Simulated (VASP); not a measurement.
# Yb (P6_3/mmc) in VASP: further runs

The runs below take Yb through single point, with PBE.

Program: VASP 6.6.1. These are calculated values, not measurements. Logs are shortened: lines on timing, memory, paths and dates and some standing lists are left out, and cuts for length are marked.

**1. The cell of the first run**

Symmetry: P6_3/mmc, No. 194, hexagonal system. Conventional cell: a = 3.691 Å, b = 3.691 Å, c = 6.057 Å, α = 90.00°, β = 90.00°, γ = 120.00°. Within 4.8 Å of Yb (site symmetry -6m2) lie 12 Yb at 3.69 to 3.70 Å.

**2. Single point, PBE**

File INCAR:

```
SYSTEM = Yb
  PREC = Accurate
  ENCUT = 520
  EDIFF = 1E-7
  ISMEAR = -1
  SIGMA = 0.05
  LREAL = .False.
  LASPH = .True.
  NELM = 60
  ALGO = Normal
  ISIF = 2
  LWAVE = .False.
  LCHARG = .True.
  GGA = PE
  LELF = .True.
  LVHAR = .True.
  NBANDS = 31
```

File KPOINTS:

```
Automatic mesh
0
Gamma
  12 12 7
  0 0 0
```

File POSCAR:

```
Yb
1.0
    3.6911405749      0.0000000000      0.0000000000
   -1.8455702874      3.1966215068      0.0000000000
    0.0000000000      0.0000000000      6.0568257599
Yb
2
Direct
    0.3333333333      0.6666666667      0.2500000000
    0.6666666667      0.3333333333      0.7500000000
```

Potentials or basis: VASP PAW PBE potentials, release 64 (Yb).

The run is started by

```
> cat potpaw_PBE.64/Yb/POTCAR > POTCAR
> mpirun -np 1 vasp_std > vasp.out
```

OUTCAR:

```text
SYSTEM = Yb
   PREC = Accurate
   ENCUT = 520
   EDIFF = 1E-7
   ISMEAR = -1
   LREAL = .False.
   LASPH = .True.
   NELM = 60
   ISIF = 2
   GGA = PE

 ion  position               nearest neighbor table
   1  0.333  0.667  0.250-   2 3.70   2 3.70   2 3.70   2 3.70   2 3.70   2 3.70
   2  0.667  0.333  0.750-   1 3.70   1 3.70   1 3.70   1 3.70   1 3.70   1 3.70

  LATTYP: Found a hexagonal cell.
 ALAT       =     3.6911405749
 C/A-ratio  =     1.6409089919

  Lattice vectors:

 A1 = (   3.6911405749,   0.0000000000,   0.0000000000)
 A2 = (  -1.8455702874,   3.1966215068,   0.0000000000)
 A3 = (   0.0000000000,   0.0000000000,   6.0568257599)

Analysis of symmetry for initial positions (statically):
=====================================================================
 Subroutine PRICEL returns:
 Original cell was already a primitive cell.

 Routine SETGRP: Setting up the symmetry group for a
 hexagonal supercell.

 Subroutine GETGRP returns: Found 24 space group operations
 (whereof 12 operations were pure point group operations)
 out of a pool of 24 trial point group operations.

The static configuration has the point symmetry D_3d.
 The point group associated with its full space group is D_6h.

Analysis of symmetry for dynamics (positions and initial velocities):
=====================================================================
 Subroutine PRICEL returns:
 Original cell was already a primitive cell.

 Routine SETGRP: Setting up the symmetry group for a
 hexagonal supercell.

 Subroutine GETGRP returns: Found 24 space group operations
 (whereof 12 operations were pure point group operations)
 out of a pool of 24 trial point group operations.

The dynamic configuration has the point symmetry D_3d.
 The point group associated with its full space group is D_6h.

 Subroutine INISYM returns: Found 24 space group operations
 (whereof 12 operations are pure point group operations),
 and found     1 'primitive' translations

----------------------------------------------------------------------------------------

                                     Primitive cell

  volume of cell :      71.4656

  direct lattice vectors                    reciprocal lattice vectors
     3.691140575  0.000000000  0.000000000     0.270918969  0.156415140  0.000000000
    -1.845570287  3.196621507  0.000000000     0.000000000  0.312830280  0.000000000
     0.000000000  0.000000000  6.056825760     0.000000000  0.000000000  0.165102983

  length of vectors
     3.691140575  3.691140575  6.056825760     0.312830280  0.312830280  0.165102983

  position of ions in fractional coordinates (direct lattice)
     0.333333333  0.666666667  0.250000000
     0.666666667  0.333333333  0.750000000

  ion indices of the primitive-cell ions
   primitive index   ion index
                 1           1
                 2           2

----------------------------------------------------------------------------------------

 KPOINTS: Automatic mesh

Automatic generation of k-mesh.
 Grid dimensions read from file:
 generate k-points for:   12   12    7

 Generating k-lattice:

  Cartesian coordinates                     Fractional coordinates (reciprocal lattice)
     0.022576581  0.013034595  0.000000000     0.083333333 -0.000000000  0.000000000
     0.000000000  0.026069190  0.000000000     0.000000000  0.083333333  0.000000000
     0.000000000  0.000000000  0.023586140     0.000000000  0.000000000  0.142857143

  Length of vectors
     0.026069190  0.026069190  0.023586140

  Shift w.r.t. Gamma in fractional coordinates (k-lattice)
     0.000000000  0.000000000  0.000000000

 Subroutine IBZKPT returns following result:
 ===========================================

 Found     76 irreducible k-points:

 Following reciprocal coordinates:
            Coordinates               Weight
  0.000000  0.000000  0.000000      1.000000
  0.083333  0.000000  0.000000      6.000000
  0.166667  0.000000  0.000000      6.000000
  0.250000 -0.000000  0.000000      6.000000
  0.333333 -0.000000  0.000000      6.000000
  0.416667  0.000000  0.000000      6.000000
[... 16 lines left out ...]
  0.250000 -0.000000  0.142857     12.000000
  0.333333 -0.000000  0.142857     12.000000
 [... further k-points ...]
   k-points           NKPTS =     76   k-points in BZ     NKDIM =     76   number of bands    NBANDS=     31
   number of dos      NEDOS =    301   number of ions     NIONS =      2
   total plane-waves  NPLWV =  37632
   dimension x,y,z NGX =    28 NGY =   28 NGZ =   48
   dimension x,y,z NGXF=    56 NGYF=   56 NGZF=   96
   ions per type =               2
   NGX,Y,Z   is equivalent  to a cutoff of  12.61, 12.61, 13.17 a.u.
   NGXF,Y,Z  is equivalent  to a cutoff of  25.22, 25.22, 26.35 a.u.
 SYSTEM =  Yb
   PREC   = accura    normal or accurate (medium, high low for compatibility)
   ISTART =      0    job   : 0-new  1-cont  2-samecut
   ICHARG =      2    charge: 1-file 2-atom 10-const
   ISPIN  =      1    spin polarized calculation?
   LNONCOLLINEAR =      F non collinear calculations
   LSORBIT =      F    spin-orbit coupling
   LASPH  =      T    aspherical Exc in radial PAW
   ENCUT  =  520.0 eV  38.22 Ry    6.18 a.u.   6.86  6.86 11.26*2*pi/ulx,y,z
   NELM   =     60;   NELMIN=  2; NELMDL= -5     # of ELM steps
   EDIFF  = 0.1E-06   stopping-criterion for ELM
   LREAL  =      F    real-space projection
   EDIFFG = 0.1E-05   stopping-criterion for IOM
   NSW    =      0    number of steps for IOM
   IBRION =     -1    ionic relax: 0-MD 1-quasi-New 2-CG
   NFREE  =      0    steps in history (QN), initial steepest desc. (CG)
   ISIF   =      2    stress and relaxation
   ISYM   =      2    0-nonsym 1-usesym 2-fastsym
   POTIM  = 0.5000    time-step for ionic-motion
   TEBEG  =    0.0;   TEEND  =   0.0 temperature during run
   PSTRESS=    0.0 pullay stress
   NELECT =      48.0000    total number of electrons
   NUPDOWN=      -1.0000    fix difference up-down
   EMIN   =  10.00;   EMAX   =-10.00  energy-range for DOS
   EFERMI =   0.00;   METHOD = LEGACY
   ISMEAR =    -1;   SIGMA  =   0.05  broadening in eV -4-tet -1-fermi 0-gaus
   EFERMI_NEDOS =   21; number of points for ismear=-14 and -15
   IALGO  =     38    algorithm
   IMIX   =      4    mixing-type and parameters
     AMIX     =   0.40;   BMIX     =  1.00
     AMIX_MAG =   1.60;   BMIX_MAG =  1.00
  volume/ion in A,a.u.               =      35.73       241.14
  Fermi-wavevector in a.u.,A,eV,Ry     =   1.433693  2.709288 27.966459  2.055477
  Thomas-Fermi vector in A             =   2.553184
   LORBIT       =      0    0 simple, 1 ext, 2 COOP (PROOUT), +10 PAW based schemes
   GGA     = PE    functional components
   LHFCALC =     F    Hartree Fock is set to
   AEXX    =    0.0000 exact exchange contribution
   IVDW    =     0    specifies the selected vdW correction
   LEPSILON=     F    determine dielectric tensor
   LRPA    =     F    only Hartree local field effects (RPA)
 non-spin polarized calculation
  energy-cutoff  :      520.00
  volume of cell :       71.47
 maximum number of plane-waves:      1942
 NGX is ok and might be reduce to    28
   NGX = 13   NGY = 13   NGZ = 23

 number of electron      48.0000016 magnetization

 Free energy of the ion-electron system (eV)
  ---------------------------------------------------
  ext. energy  EPLUGINS =         0.00000000
  ---------------------------------------------------
  free energy    TOTEN  =        -7.14168171 eV

  energy without entropy =       -7.11220099  energy(sigma->0) =       -7.12694135

 E-fermi :   1.5843     XC(G=0):  -9.4676

 val. band max:        1.5728725843   @ k =   0.2500   0.2500   0.1429
 cond. band min:       1.5867805478   @ k =   0.5000  -0.0000   0.1429
 fundamental gap:      0.0139079635
 Fermi energy:         1.5843119587

 k-point     1 :       0.0000    0.0000    0.0000
  band No.  band energies     occupation
      1     -50.1322      2.00000
      2     -50.1156      2.00000
      3     -22.6536      2.00000
      4     -22.3584      2.00000
      5     -22.3584      2.00000
      6     -22.3126      2.00000
[... 23 lines left out ...]
     30       5.0164      0.00000
     31       5.7792      0.00000

 k-point     2 :       0.0833    0.0000    0.0000
  band No.  band energies     occupation
      1     -50.1311      2.00000
      2     -50.1151      2.00000
      3     -22.6459      2.00000
      4     -22.3765      2.00000
      5     -22.3641      2.00000
      6     -22.3314      2.00000
[... 23 lines left out ...]
     30       5.1600      0.00000
     31       5.5102      0.00000

 k-point     3 :       0.1667    0.0000    0.0000
  band No.  band energies     occupation
      1     -50.1283      2.00000
      2     -50.1137      2.00000
      3     -22.6242      2.00000
      4     -22.4258      2.00000
      5     -22.3818      2.00000
      6     -22.3792      2.00000
[... 23 lines left out ...]
     30       5.0885      0.00000
     31       5.2560      0.00000

 k-point     4 :       0.2500   -0.0000    0.0000
  band No.  band energies     occupation
      1     -50.1243      2.00000
      2     -50.1120      2.00000
      3     -22.5916      2.00000
      4     -22.4934      2.00000
      5     -22.4486      2.00000
      6     -22.3991      2.00000
[... 23 lines left out ...]
     30       5.5873      0.00000
     31       5.6605      0.00000

 k-point     5 :       0.3333   -0.0000    0.0000
  band No.  band energies     occupation
      1     -50.1200      2.00000
      2     -50.1105      2.00000
      3     -22.5611      2.00000
      4     -22.5535      2.00000
      5     -22.5131      2.00000
      6     -22.4185      2.00000
[... 23 lines left out ...]
     30       6.2128      0.00000
     31       6.5351      0.00000
[... 542 lines left out ...]
     30       5.0453      0.00000
     31       5.8036      0.00000

 k-point    22 :       0.1667    0.0000    0.1429
  band No.  band energies     occupation
      1     -50.1276      2.00000
      2     -50.1144      2.00000
      3     -22.6120      2.00000
      4     -22.4218      2.00000
      5     -22.3920      2.00000
      6     -22.3765      2.00000
[... 23 lines left out ...]
     30       5.2856      0.00000
     31       5.5556      0.00000

 k-point    23 :       0.2500   -0.0000    0.1429
  band No.  band energies     occupation
      1     -50.1237      2.00000
      2     -50.1126      2.00000
      3     -22.5876      2.00000
      4     -22.4845      2.00000
      5     -22.4569      2.00000
      6     -22.3960      2.00000
[... 23 lines left out ...]
     30       5.6763      0.00000
     31       5.7381      0.00000

 k-point    24 :       0.3333   -0.0000    0.1429
  band No.  band energies     occupation
      1     -50.1195      2.00000
      2     -50.1110      2.00000
      3     -22.5857      2.00000
      4     -22.5310      2.00000
      5     -22.5092      2.00000
      6     -22.4151      2.00000
[... 23 lines left out ...]
     30       6.2228      0.00000
     31       6.4542      0.00000

 [... further k-points ...]
[... 5 lines left out ...]
  --------------------------------------------------------------------------------------
  -------------------------------------------------------------------------------------
  Total       -0.2445651     -0.2445651     -0.2491262     -0.0000000     -0.0000000      0.0000000
  in kB       -5.4828739     -5.4828739     -5.5851266     -0.0000000     -0.0000000      0.0000000
  external PRESSURE =      -5.5169581 kB  Pullay stress =       0.0000000 kB

 VOLUME and BASIS-vectors are now :
 -----------------------------------------------------------------------------
  energy-cutoff  :      520.00
  volume of cell :       71.47
      direct lattice vectors                 reciprocal lattice vectors
     3.691140575  0.000000000  0.000000000     0.270918969  0.156415140  0.000000000
    -1.845570287  3.196621507  0.000000000     0.000000000  0.312830280  0.000000000
     0.000000000  0.000000000  6.056825760     0.000000000  0.000000000  0.165102983

 POSITION                                       TOTAL-FORCE (eV/Angst)
 -----------------------------------------------------------------------------------
     -0.00000      2.13108      1.51421        -0.000000      0.000000      0.000000
      1.84557      1.06554      4.54262         0.000000      0.000000      0.000000
 -----------------------------------------------------------------------------------
    total drift:                                0.000000     -0.000000      0.000000

  FREE ENERGIE OF THE ION-ELECTRON SYSTEM (eV)
  ---------------------------------------------------
  free  energy   TOTEN  =        -7.1416817082 eV

  energy  without entropy=       -7.1122009866  energy(sigma->0) =       -7.12694135
```

Wall time 7.2 min (1 thread of AMD EPYC 9R45 (Zen 5), shared host); peak memory 0.26 GiB.

What came out:

```yaml
Free_energy: -7.1417 eV
Pressure: -0.6 GPa
Band_gap_on_the_k_mesh: zero (band 24 reaches 1.76 eV, above the bottom of band 25 at 1.45 eV)
```

Caveat: spin-orbit coupling is left out, which moves the levels of the heavy elements. Spin polarisation is off, so any magnetic state and its effect on volume and gap are missing.

**3. Single point, PBE**

File INCAR:

```
ALGO     = Normal         # electronic algorithm
EDIFF    = 1E-7           # SCF threshold, eV
ENCUT    = 520            # plane-wave cutoff, eV
GGA      = PE             # functional
ISIF     = 2              # what is computed and relaxed
ISMEAR   = -1             # smearing method
LASPH    = T              # aspherical terms in the spheres
LCHARG   = T              # write CHGCAR
LELF     = T              # ELF
LREAL    = F              # projectors in reciprocal space
LVHAR    = T            
LWAVE    = F              # write WAVECAR
NBANDS   = 31             # bands
NELM     = 100            # most SCF steps
PREC     = Accurate       # precision mode
SIGMA    = 0.05           # smearing width, eV
```

File KPOINTS:

```
k-points
0
Gamma
  12 12 7
```

POSCAR, as its differences from that of step 2:

```diff
@@ -2,3 +2,3 @@
 1.0
-    3.6911405749      0.0000000000      0.0000000000
+    3.6911405748      0.0000000000      0.0000000000
    -1.8455702874      3.1966215068      0.0000000000
```

Potentials or basis: VASP PAW PBE potentials, release 64 (Yb).

The run is started by

```
> cat potpaw_PBE.64/Yb/POTCAR > POTCAR
> mpirun -np 1 vasp_std > vasp.out
```

Wall time 7.2 min (1 thread of AMD EPYC 9R45 (Zen 5), shared host); peak memory 0.26 GiB.

Results (log left out):

```
Free energy            : -7.1417 eV
Pressure               : -0.8 GPa
Band gap on the k mesh : zero (band 24 reaches 1.76 eV, above the bottom of band 25 at 1.45 eV)
```

Levels at points of the mesh, in eV from the Fermi level:
```csv
k point,band 20,band 21,band 22,band 23,band 24,band 25,band 26,band 27,band 28,band 29
"(0.00, 0.00, 0.00)",-0.35,-0.31,-0.31,-0.29,-0.29,0.37,2.81,2.85,2.85,3.43
"(0.50, 0.00, 0.00)",-0.33,-0.32,-0.30,-0.30,-0.29,-0.08,0.21,1.75,2.48,2.69
```

Caveat: spin-orbit coupling is left out, which moves the levels of the heavy elements.
